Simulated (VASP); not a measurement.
## Ba: single point with LDA

The system is Ba.

```
Ba
1.0
     3.97648    0.00000    0.00000
     0.00000    3.97648    0.00000
     0.00000    0.00000    3.91772
Ba
1
Direct
  0.00000 0.00000 0.00000
```

This cell differs from its parent crystal: strain +0.015 along x and y, +0.000 along z.

| Quantity | Value |
| --- | --- |
| Program | VASP 6.6.1 |
| Task | single point |
| Functional | LDA |
| Potentials or basis | VASP PAW LDA potentials, release 64 (Ba_sv) |
| Cutoff | 520 eV |
| k mesh | 12 × 12 × 12 |
| Occupations | gaussian, width 0.15 eV |
| Spin | no spin polarisation |
| Dipole correction | no |
| Further INCAR settings | ALGO = Normal; EDIFF = 1e-06; NBANDS = 11 |

```
Pressure               : -1.2 GPa
Band gap on the k mesh : zero (bands 5 and 6 overlap by 0.21 eV)
```

Stress tensor (GPa, compression positive):
```
-1.35  0.00  0.00
 0.00 -1.35  0.00
 0.00  0.00 -0.96
```

Levels at points of the mesh, in eV from the Fermi level:
```
           k point  band 2  band 3  band 4  band 5  band 6  band 7  band 8  band 9
(0.00, 0.00, 0.00)  -13.91  -13.91  -13.87   -2.58   -0.03   -0.02    4.78    4.88
(0.50, 0.00, 0.00)  -14.61  -13.85  -13.81   -0.79    0.50    0.87    2.57    2.72
(0.50, 0.50, 0.00)  -14.51  -14.51  -13.75   -0.93    0.53    3.18    3.18    3.34
(0.00, 0.00, 0.50)  -14.65  -13.84  -13.84   -0.72    0.57    0.94    2.52    2.52
(0.50, 0.00, 0.50)  -14.55  -14.49  -13.78   -0.96    0.62    2.99    3.09    3.40
(0.50, 0.50, 0.50)  -14.46  -14.40  -14.40   -0.06   -0.06    0.04    4.07    6.42
```

Run time: 30 s on 1 thread of Intel(R) Xeon(R) 6975P-C (Granite Rapids) (shared host), peak memory 0.24 GiB.

Caveat: the cell differs from its parent crystal (strain +0.015 along x and y, +0.000 along z); spin-orbit coupling is left out, which moves the levels of the heavy elements.
